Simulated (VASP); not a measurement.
Crystal: C.

```xyz
4
Lattice="1.2280 -2.1271 0.0000 1.2280 2.1271 0.0000 0.0000 0.0000 7.1733" Properties=species:S:1:pos:R:3 pbc="T T T"
C     1.2280    1.7724    5.4025
C     1.2280   -0.3547    1.7708
C     1.2280   -1.7724    1.7708
C     1.2280    0.3547    5.4025
```

- Program: VASP 6.6.1
- Task: relaxation of cell and atoms
- Functional: r2SCAN
- Potentials or basis: VASP PAW PBE potentials, release 64 (C)
- Cutoff: 600 eV
- k mesh: 1 × 1 × 1
- Occupations: gaussian, width 0.1 eV
- Spin: no spin polarisation

At the start: pressure 22.9 GPa; volume 9.37 Å³/atom.

Problem. Where does the relaxation end?

Solution. Over 19 steps the energy falls by 90.7 meV/atom and the volume is 12.20 Å³/atom (+30.2 %); space group Fmmm (No. 69, to 0.1 Å) before and after.

Step by step:
```
step  energy change (eV)  largest force (eV/Å)  pressure (GPa)  volume (Å³)
   1              0.0000                0.0488           22.92        37.48
   2              0.7161                0.2954          -33.93        45.19
   3             -0.1636                0.1162            0.90        39.70
   4             -0.1642                0.1099            2.03        39.57
   5             -0.2139                0.8139            1.42        40.63
   6             -0.2339                1.8965            0.98        41.86
   7             -0.2418                1.7997            0.93        41.99
   8             -0.2634                1.5099            0.82        42.40
   9             -0.2980                0.9338            0.65        43.20
  10             -0.3360                0.2049            0.50        44.81
  11             -0.3031                2.4285            0.64        48.02
  12             -0.3407                0.8595            0.49        45.74
  13             -0.3494                0.6543            0.46        46.36
  14             -0.3624                0.0322            0.39        48.23
  15             -0.3627                0.0787            0.38        48.56
  16             -0.3628                0.0206            0.22        48.70
  17             -0.3629                0.0117            0.14        48.78
  18             -0.3629                0.0145            0.13        48.78
  19             -0.3629                0.0010            0.06        48.80
```

Final structure:
```yaml
crystal:
  lattice:
    - [1.25648, -2.17529, 0.00000]
    - [1.25648, 2.17529, 0.00000]
    - [0.00000, 0.00000, 8.92764]
  atoms:
    - { symbol: C, position: [0.08332, 0.91668, 0.75193] }
    - { symbol: C, position: [0.58332, 0.41668, 0.24807] }
    - { symbol: C, position: [0.91668, 0.08332, 0.24807] }
    - { symbol: C, position: [0.41668, 0.58332, 0.75193] }
```

Caveat: the k points lie up to 2.89 Å⁻¹ apart in the final cell; the volume moved by over 15 % at a fixed basis, so the end points are rough; the PAW data sets were made with another functional, which shifts forces and pressure a little.
